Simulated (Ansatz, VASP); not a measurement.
## Two plane-wave programs on Mo

```
Mo
1.0
    -1.56508    1.56508    1.56508
     1.56508   -1.56508    1.56508
     1.56508    1.56508   -1.56508
Mo
1
Cartesian
  0.0000 0.0000 0.0000
```

Alike in both runs: functional PBEsol; k mesh 20 × 20 × 20; occupations fermi-dirac, width 0.15 eV; no spin polarisation.

Ansatz relaxed the structure, and its values are those at the end. VASP's run is a single point on that final structure, the one shown.

|  | VASP | Ansatz |
| --- | --- | --- |
| version | VASP 6.6.1 | Ansatz 0.2.0 |
| potentials or method | VASP PAW PBE potentials, release 64 (Mo_sv), cutoff 520 eV | scalar-relativistic, plane waves, PAW |
| valence electrons in the cell | 14 | 14 |

VASP gave:

```
gap on the k mesh at the Fermi level (eV) : none
pressure (GPa)                            : 0.6
```

Q: What did Ansatz give for the same quantities?

A: gap on the k mesh at the Fermi level (eV): none; pressure (GPa): 0.0.

VASP's potentials were made for PBE, not for PBEsol. A gap of «none» marks a metal or a gap that the smearing closes. With one functional, cell and mesh, what is left measures potentials, basis and numerics.
